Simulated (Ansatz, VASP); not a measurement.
# One calculation of C, two programs

```xyz
9
Lattice="4.2899 0.0000 0.0000 -2.1450 3.7152 0.0000 0.0000 0.0000 3.6267" Properties=species:S:1:pos:R:3 pbc="T T T"
C     2.5524    0.9465    2.0031
C     2.1940    1.7372    0.7942
C     1.6885    1.0315    3.2120
C    -0.4565    2.6837    1.6236
C     0.4074    2.7687    2.8325
C     0.0491    1.9780    0.4147
C     3.6717    0.0000    2.4178
C    -1.8359    3.1798    1.2089
C     0.3091    0.5354    0.0000
```

Alike in both runs: functional PBE; k mesh 12 × 12 × 10; occupations gaussian, width 0.1 eV; no spin polarisation.

Ansatz relaxed the structure, and its values are those at the end. VASP's run is a single point on that final structure, the one shown.

|  | VASP | Ansatz |
| --- | --- | --- |
| version | VASP 6.6.1 | Ansatz 0.2.0 |
| potentials or method | VASP PAW PBE potentials, release 64 (C), cutoff 520 eV | scalar-relativistic, plane waves, PAW |
| valence electrons in the cell | 36 | 36 |

```csv
,VASP,Ansatz,Ansatz less VASP
gap on the k mesh at the Fermi level (eV),none,none,-
pressure (GPa),0.5,0.0,-0.52
rms of the force components (eV/Å),0.015,0.004,-0.0115
```

A gap of «none» marks a metal or a gap that the smearing closes.
